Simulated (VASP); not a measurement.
Write the native input for VASP 6.6.1 that does the following.

```yaml
Task: single point
Functional: PBE
Potentials_or_basis: VASP PAW PBE potentials, release 64 (Mg, O)
Cutoff: 600 eV
k_mesh: 7 × 7 × 7
Occupations: fermi-dirac, width 0.0134 eV
Spin: no spin polarisation
Dipole_correction: no
Further_INCAR_settings: ALGO = Normal; EDIFF = 1e-06; NBANDS = 11
```

The structure of MgO lies in POSCAR:

```
MgO
1.0
    0.0000000000      2.1944256300      2.1944256300
    2.1944256300      0.0000000000      2.1944256300
    2.1944256300      2.1944256300      0.0000000000
Mg O
1 1
Direct
    0.0000000000      0.0000000000      0.0000000000
    0.5000000000      0.5000000000      0.5000000000
```

These files were run (other wordings do the same):

INCAR

```
SYSTEM = MgO
PREC     = Accurate       ! precision mode
ENCUT    = 600            ! plane-wave cutoff, eV
EDIFF    = 1E-6           ! SCF threshold, eV
ISMEAR   = -1             ! smearing method
SIGMA    = 0.0134         ! smearing width, eV
LREAL    = .FALSE.        ! projectors in reciprocal space
LASPH    = .TRUE.         ! aspherical terms in the spheres
NELM     = 120            ! most SCF steps
ALGO     = Normal         ! electronic algorithm
ISIF     = 2              ! what is computed and relaxed
LWAVE    = .FALSE.        ! write WAVECAR
LCHARG   = .FALSE.        ! write CHGCAR
GGA      = PE             ! functional
NBANDS   = 11             ! bands
GGA_COMPAT= .FALSE.
```

KPOINTS

```
regular mesh
0
G
  7 7 7
  0 0 0
```

Potentials or basis: VASP PAW PBE potentials, release 64 (Mg, O).

Command:

```bash
$ cat potpaw_PBE.64/Mg/POTCAR potpaw_PBE.64/O/POTCAR > POTCAR
$ mpirun -np 1 vasp_std > vasp.out
```

It gave:

| Property | Result |
| --- | --- |
| Pressure | -12.5 GPa |
| Band gap on the k mesh | 3.62 eV, direct |

Wall time 14 s on 1 thread of Intel Xeon 8259CL (shared host), peak memory 0.16 GiB.
